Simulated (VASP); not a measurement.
# BN (Imm2) in VASP: notebook

BN is run at these levels: r2SCAN; tasks: single point.

Program: VASP 6.6.1. These are calculated values, not measurements. Logs are shortened: lines on timing, memory, paths and dates and some standing lists are left out, and cuts for length are marked.

## 1. The cell of the first run

Symmetry: Imm2, No. 44, orthorhombic system. Conventional cell: a = 2.476 Å, b = 2.629 Å, c = 3.610 Å, α = 90.00°, β = 90.00°, γ = 90.00°. Within 2.0 Å of B (site symmetry mm2) lie 4 N at 1.53 to 1.59 Å. Within 2.0 Å of N (site symmetry mm2) lie 4 B at 1.53 to 1.59 Å.

## 2. Single point, r2SCAN (strain -0.0600 x Voigt [0, 0, 0, 0, 0, 1])

POSCAR reads:

```
BN
1.0
   -0.0541444127      1.8048137558      1.8048137558
    1.8048137558     -0.0541444127      1.8048137558
    1.7506693431      1.7506693431      0.0000000000
B N
1 1
Direct
    0.0000000000      0.0000000000      0.0000000000
    0.7500000000      0.7500000000      0.7500000000
```

INCAR.step1 reads:

```
PREC = Accurate
ENCUT = 520
ISMEAR = 0
SIGMA = 0.05
LREAL = F
LASPH = T
NELM = 100
NBANDS = 11
GGA = PE
ALGO = Normal
EDIFF = 1E-4
LWAVE = T
LCHARG = F
```

INCAR.step2 reads:

```
PREC = Accurate
ENCUT = 520
EDIFF = 1E-7
ISMEAR = 0
SIGMA = 0.05
LREAL = F
LASPH = T
NELM = 100
ALGO = Normal
ISIF = 2
LWAVE = F
LCHARG = F
METAGGA = R2SCAN
LMIXTAU = T
NBANDS = 11
ISTART = 1
```

KPOINTS reads:

```
regular mesh
0
Gamma
  12 12 12
```

Potentials or basis: VASP PAW PBE potentials, release 64 (B, N).

The run is started by

```bash
> cat potpaw_PBE.64/B/POTCAR potpaw_PBE.64/N/POTCAR > POTCAR
> cp INCAR.step1 INCAR
> mpirun -np 1 vasp_std > vasp.out
> cp INCAR.step2 INCAR
> mpirun -np 1 vasp_std > vasp.out
```

OUTCAR:

```text
PREC = Accurate
   ENCUT = 520
   EDIFF = 1E-7
   ISMEAR = 0
   LREAL = F
   LASPH = T
   NELM = 100
   ISIF = 2
   METAGGA = R2SCAN
   ISTART = 1

 ion  position               nearest neighbor table
   1  0.000  0.000  0.000-   2 1.53   2 1.53   2 1.59   2 1.59
   2  0.750  0.750  0.750-   1 1.53   1 1.53   1 1.59   1 1.59

  LATTYP: Found a body centered orthorhombic cell.
 ALAT       =     2.4758203282
 B/A-ratio  =     1.0618556701
 C/A-ratio  =     1.4579521262

  Lattice vectors:

 A1 = (   0.0541444127,  -1.8048137558,  -1.8048137558)
 A2 = (  -0.0541444127,   1.8048137558,  -1.8048137558)
 A3 = (   1.8048137558,  -0.0541444127,   1.8048137558)

Analysis of symmetry for initial positions (statically):
=====================================================================
 Subroutine PRICEL returns:
 Original cell was already a primitive cell.

 Routine SETGRP: Setting up the symmetry group for a
 body centered orthorhombic supercell.

 Subroutine GETGRP returns: Found  4 space group operations
 (whereof  4 operations were pure point group operations)
 out of a pool of  8 trial point group operations.

The static configuration has the point symmetry C_2v.

Analysis of symmetry for dynamics (positions and initial velocities):
=====================================================================
 Subroutine PRICEL returns:
 Original cell was already a primitive cell.

 Routine SETGRP: Setting up the symmetry group for a
 body centered orthorhombic supercell.

 Subroutine GETGRP returns: Found  4 space group operations
 (whereof  4 operations were pure point group operations)
 out of a pool of  8 trial point group operations.

The dynamic configuration has the point symmetry C_2v.

 Subroutine INISYM returns: Found  4 space group operations
 (whereof  4 operations are pure point group operations),
 and found     1 'primitive' translations

----------------------------------------------------------------------------------------

                                     Primitive cell

  volume of cell :      11.7472

  direct lattice vectors                    reciprocal lattice vectors
    -0.054144413  1.804813756  1.804813756    -0.268967860  0.268967860  0.277036896
     1.804813756 -0.054144413  1.804813756     0.268967860 -0.268967860  0.277036896
     1.750669343  1.750669343  0.000000000     0.285605047  0.285605047 -0.277036896

  length of vectors
     2.552966315  2.552966315  2.475820328     0.470570782  0.470570782  0.489785593

  position of ions in fractional coordinates (direct lattice)
     0.000000000  0.000000000  0.000000000
     0.750000000  0.750000000  0.750000000

  ion indices of the primitive-cell ions
   primitive index   ion index
                 1           1
                 2           2

----------------------------------------------------------------------------------------

 KPOINTS: regular mesh

Automatic generation of k-mesh.
 Grid dimensions read from file:
 generate k-points for:   12   12   12

 Generating k-lattice:

  Cartesian coordinates                     Fractional coordinates (reciprocal lattice)
    -0.022413988  0.022413988  0.023086408     0.083333333  0.000000000  0.000000000
     0.022413988 -0.022413988  0.023086408     0.000000000  0.083333333  0.000000000
     0.023800421  0.023800421 -0.023086408     0.000000000  0.000000000  0.083333333

  Length of vectors
     0.039214232  0.039214232  0.040815466

  Shift w.r.t. Gamma in fractional coordinates (k-lattice)
     0.000000000  0.000000000  0.000000000

 Subroutine IBZKPT returns following result:
 ===========================================

 Found    280 irreducible k-points:

 Following reciprocal coordinates:
            Coordinates               Weight
  0.000000  0.000000  0.000000      1.000000
  0.083333  0.000000  0.000000      4.000000
  0.166667  0.000000  0.000000      4.000000
  0.250000 -0.000000  0.000000      4.000000
  0.333333 -0.000000  0.000000      4.000000
  0.416667 -0.000000  0.000000      4.000000
[... 16 lines left out ...]
  0.500000  0.166667  0.000000      4.000000
 -0.416667  0.166667  0.000000      4.000000
 [... further k-points ...]
   k-points           NKPTS =    280   k-points in BZ     NKDIM =    280   number of bands    NBANDS=     11
   number of dos      NEDOS =    301   number of ions     NIONS =      2
   total plane-waves  NPLWV =   7200
   dimension x,y,z NGX =    20 NGY =   20 NGZ =   18
   dimension x,y,z NGXF=    40 NGYF=   40 NGZF=   36
   ions per type =               1   1
   NGX,Y,Z   is equivalent  to a cutoff of  13.02, 13.02, 12.09 a.u.
   NGXF,Y,Z  is equivalent  to a cutoff of  26.05, 26.05, 24.17 a.u.
 SYSTEM =  unknown system
   PREC   = accura    normal or accurate (medium, high low for compatibility)
   ISTART =      1    job   : 0-new  1-cont  2-samecut
   ICHARG =      0    charge: 1-file 2-atom 10-const
   ISPIN  =      1    spin polarized calculation?
   LNONCOLLINEAR =      F non collinear calculations
   LSORBIT =      F    spin-orbit coupling
   LASPH  =      T    aspherical Exc in radial PAW
   ENCUT  =  520.0 eV  38.22 Ry    6.18 a.u.   4.75  4.75  4.60*2*pi/ulx,y,z
   NELM   =    100;   NELMIN=  2; NELMDL=  0     # of ELM steps
   EDIFF  = 0.1E-06   stopping-criterion for ELM
   LREAL  =      F    real-space projection
   EDIFFG = 0.1E-05   stopping-criterion for IOM
   NSW    =      0    number of steps for IOM
   IBRION =     -1    ionic relax: 0-MD 1-quasi-New 2-CG
   NFREE  =      0    steps in history (QN), initial steepest desc. (CG)
   ISIF   =      2    stress and relaxation
   ISYM   =      2    0-nonsym 1-usesym 2-fastsym
   POTIM  = 0.5000    time-step for ionic-motion
   TEBEG  =    0.0;   TEEND  =   0.0 temperature during run
   PSTRESS=    0.0 pullay stress
   NELECT =       8.0000    total number of electrons
   NUPDOWN=      -1.0000    fix difference up-down
   EMIN   =  10.00;   EMAX   =-10.00  energy-range for DOS
   EFERMI =   0.00;   METHOD = LEGACY
   ISMEAR =     0;   SIGMA  =   0.05  broadening in eV -4-tet -1-fermi 0-gaus
   EFERMI_NEDOS =   21; number of points for ismear=-14 and -15
   IALGO  =     38    algorithm
   IMIX   =      4    mixing-type and parameters
     AMIX     =   0.40;   BMIX     =  1.00
     AMIX_MAG =   1.60;   BMIX_MAG =  1.00
  volume/ion in A,a.u.               =       5.87        39.64
  Fermi-wavevector in a.u.,A,eV,Ry     =   1.440322  2.721813 28.225641  2.074526
  Thomas-Fermi vector in A             =   2.559079
   LORBIT       =      0    0 simple, 1 ext, 2 COOP (PROOUT), +10 PAW based schemes
   METAGGA = R2SCAN    functional components
   LHFCALC =     F    Hartree Fock is set to
   AEXX    =    0.0000 exact exchange contribution
   IVDW    =     0    specifies the selected vdW correction
   LEPSILON=     F    determine dielectric tensor
   LRPA    =     F    only Hartree local field effects (RPA)
 non-spin polarized calculation
 Gauss-broadening in eV      SIGMA  =   0.05
  energy-cutoff  :      520.00
  volume of cell :       11.75
 maximum number of plane-waves:       326
   NGX =  9   NGY =  9   NGZ =  9

 number of electron       8.0000001 magnetization

 Free energy of the ion-electron system (eV)
  ---------------------------------------------------
  ext. energy  EPLUGINS =         0.00000000
  ---------------------------------------------------
  free energy    TOTEN  =       -19.10916466 eV

  energy without entropy =      -19.10916466  energy(sigma->0) =      -19.10916466

 E-fermi :   7.7821     XC(G=0): -13.6731

 val. band max:        7.4443716366   @ k =   0.0000   0.0000   0.0000
 cond. band min:      12.0715202002   @ k =   0.5000   0.5000   0.0000
 fundamental gap:      4.6271485636
 Fermi energy:         7.7820681318

 k-point     1 :       0.0000    0.0000    0.0000
  band No.  band energies     occupation
      1     -14.0545      2.00000
      2       7.1960      2.00000
      3       7.2645      2.00000
      4       7.4444      2.00000
      5      16.0663      0.00000
      6      16.1640      0.00000
      7      17.7114      0.00000
      8      19.2110      0.00000
      9      33.5362      0.00000
     10      36.1127      0.00000
     11      36.2256      0.00000

 k-point     2 :       0.0833    0.0000    0.0000
  band No.  band energies     occupation
      1     -13.8868      2.00000
      2       6.1804      2.00000
      3       7.0918      2.00000
      4       7.2737      2.00000
      5      16.3311      0.00000
      6      16.8521      0.00000
      7      17.9650      0.00000
      8      19.4690      0.00000
      9      33.2181      0.00000
     10      34.1529      0.00000
     11      34.5561      0.00000

 k-point     3 :       0.1667    0.0000    0.0000
  band No.  band energies     occupation
      1     -13.3908      2.00000
      2       3.9030      2.00000
      3       6.7091      2.00000
      4       6.8493      2.00000
      5      16.8966      0.00000
      6      17.9905      0.00000
      7      18.5585      0.00000
      8      20.3634      0.00000
      9      32.0718      0.00000
     10      33.1809      0.00000
     11      33.1896      0.00000

 k-point     4 :       0.2500   -0.0000    0.0000
  band No.  band energies     occupation
      1     -12.5940      2.00000
      2       1.3178      2.00000
      3       6.2630      2.00000
      4       6.3460      2.00000
      5      17.4670      0.00000
      6      18.6995      0.00000
      7      19.1335      0.00000
      8      21.6749      0.00000
      9      31.5096      0.00000
     10      32.7200      0.00000
     11      32.9456      0.00000
[... 239 lines left out ...]
 k-point    22 :       0.4167    0.1667    0.0000
  band No.  band energies     occupation
      1     -10.6131      2.00000
      2      -1.5385      2.00000
      3       4.1687      2.00000
      4       4.6293      2.00000
      5      16.8524      0.00000
      6      20.6145      0.00000
      7      21.4437      0.00000
      8      21.5909      0.00000
      9      28.8509      0.00000
     10      35.2695      0.00000
     11      37.9580      0.00000

 k-point    23 :       0.5000    0.1667    0.0000
  band No.  band energies     occupation
      1      -9.7350      2.00000
      2      -3.0066      2.00000
      3       3.5619      2.00000
      4       4.6660      2.00000
      5      17.3870      0.00000
      6      20.7030      0.00000
      7      21.3922      0.00000
      8      22.6679      0.00000
      9      29.2460      0.00000
     10      35.2877      0.00000
     11      37.1702      0.00000

 k-point    24 :      -0.4167    0.1667    0.0000
  band No.  band energies     occupation
      1      -9.6337      2.00000
      2      -3.1521      2.00000
      3       3.1023      2.00000
      4       4.9398      2.00000
      5      17.8856      0.00000
      6      20.6560      0.00000
      7      21.0432      0.00000
      8      23.6493      0.00000
      9      29.3949      0.00000
     10      34.8020      0.00000
     11      35.2928      0.00000

 [... further k-points ...]
[... 5 lines left out ...]
  --------------------------------------------------------------------------------------
  -------------------------------------------------------------------------------------
  Total        0.2570802      0.2570802      0.1165755      2.0796425      0.0000000      0.0000000
  in kB       35.0625128     35.0625128     15.8994418    283.6371708      0.0000000      0.0000000
  external PRESSURE =      28.6748225 kB  Pullay stress =       0.0000000 kB

 VOLUME and BASIS-vectors are now :
 -----------------------------------------------------------------------------
  energy-cutoff  :      520.00
  volume of cell :       11.75
      direct lattice vectors                 reciprocal lattice vectors
    -0.054144413  1.804813756  1.804813756    -0.268967860  0.268967860  0.277036896
     1.804813756 -0.054144413  1.804813756     0.268967860 -0.268967860  0.277036896
     1.750669343  1.750669343  0.000000000     0.285605047  0.285605047 -0.277036896

 POSITION                                       TOTAL-FORCE (eV/Angst)
 -----------------------------------------------------------------------------------
      0.00000      0.00000      0.00000         0.000000      0.000000      0.065106
      2.62600      2.62600      2.70722         0.000000      0.000000     -0.065106
 -----------------------------------------------------------------------------------
    total drift:                                0.000020      0.000020      0.000017

  FREE ENERGIE OF THE ION-ELECTRON SYSTEM (eV)
  ---------------------------------------------------
  free  energy   TOTEN  =       -19.1091646553 eV

  energy  without entropy=      -19.1091646553  energy(sigma->0) =      -19.10916466
```

Run time: 1.7 min. Hardware: 1 thread of Intel Xeon 6975P-C, shared host; peak memory 0.15 GiB.

What came out:

```
Free energy            : -19.1092 eV
Pressure               : 2.9 GPa
Largest force          : 0.065 eV/Å
Band gap on the k mesh : 4.63 eV, indirect (least direct gap 8.62 eV)
```

Forces in eV/Å, atoms in the order of the input:
```
B    0.000  0.000  0.065
N    0.000  0.000 -0.065
```

Stress tensor (GPa, compression positive):
```
 3.51 28.36  0.00
28.36  3.51  0.00
 0.00  0.00  1.59
```

Caveat: the cell differs from its parent crystal (strain -0.0600 x Voigt [0, 0, 0, 0, 0, 1]); the PAW data sets were made with another functional, which shifts forces and pressure a little.

## 3. Single point, r2SCAN (strain +0.0450 x Voigt [0, 0, 0, 0, 0, 1])

POSCAR reads:

```
BN
1.0
    0.0406083095      1.8048137558      1.8048137558
    1.8048137558      0.0406083095      1.8048137558
    1.8454220653      1.8454220653      0.0000000000
B N
1 1
Direct
    0.0000000000      0.0000000000      0.0000000000
    0.7500000000      0.7500000000      0.7500000000
```

INCAR.step1 reads:

```
SYSTEM = BN
PREC = Accurate ; ENCUT = 520
ISMEAR = 0 ; SIGMA = 0.05
LREAL = .FALSE. ; LASPH = .TRUE.
NELM = 100 ; NBANDS = 11
GGA = PE ; ALGO = Normal
EDIFF = 1E-4 ; LWAVE = .TRUE.
LCHARG = .FALSE.
```

INCAR.step2 reads:

```
SYSTEM = BN
PREC = Accurate ; ENCUT = 520
EDIFF = 1E-6 ; ISMEAR = 0
SIGMA = 0.05 ; LREAL = .FALSE.
LASPH = .TRUE. ; NELM = 100
ALGO = Normal ; ISIF = 2
LWAVE = .FALSE. ; LCHARG = .TRUE.
METAGGA = R2SCAN ; LMIXTAU = .TRUE.
LELF = .TRUE. ; LVHAR = .TRUE.
NBANDS = 11 ; ISTART = 1
```

KPOINTS reads:

```
regular mesh
0
G
  12 12 12
  0 0 0
```

Potentials or basis: VASP PAW PBE potentials, release 64 (B, N).

The run is started by

```bash
> cat potpaw_PBE.64/B/POTCAR potpaw_PBE.64/N/POTCAR > POTCAR
> cp INCAR.step1 INCAR
> mpirun -np 1 vasp_std > vasp.out
> cp INCAR.step2 INCAR
> mpirun -np 1 vasp_std > vasp.out
```

Run time: 98 s. Hardware: 1 thread of Intel Xeon 6975P-C, shared host; peak memory 0.15 GiB.

It converged, with:

* Free energy: -19.1365 eV
* Pressure: 2.1 GPa
* Largest force: 0.048 eV/Å
* Band gap on the k mesh: 4.76 eV, indirect (least direct gap 8.85 eV)

Forces in eV/Å, atoms in the order of the input:
```
B    0.000  0.000 -0.048
N    0.000  0.000  0.048
```

Stress tensor (GPa, compression positive):
```
  2.48 -21.23   0.00
-21.23   2.48   0.00
  0.00   0.00   1.40
```

Levels at points of the mesh, in eV from the valence-band top:
```
           k point  band 1  band 2  band 3  band 4  band 5  band 6  band 7  band 8  band 9
(0.00, 0.00, 0.00)  -21.45   -0.18   -0.12    0.00    8.85    9.01   10.08   11.52   26.13
(0.50, 0.00, 0.00)  -16.93  -11.17   -2.34   -2.25   10.21   10.91   11.67   16.40   24.68
(0.50, 0.50, 0.00)  -15.72   -9.45   -5.64   -4.78    4.76    9.93   19.21   19.29   22.16
(0.00, 0.00, 0.50)  -17.33  -11.28   -1.96   -1.92   10.75   11.67   11.92   16.31   24.88
(0.50, 0.00, 0.50)  -15.70   -9.46   -5.22   -5.21    4.89    9.75   19.01   19.17   22.42
```

Caveat: the cell differs from its parent crystal (strain +0.0450 x Voigt [0, 0, 0, 0, 0, 1]); the PAW data sets were made with another functional, which shifts forces and pressure a little.
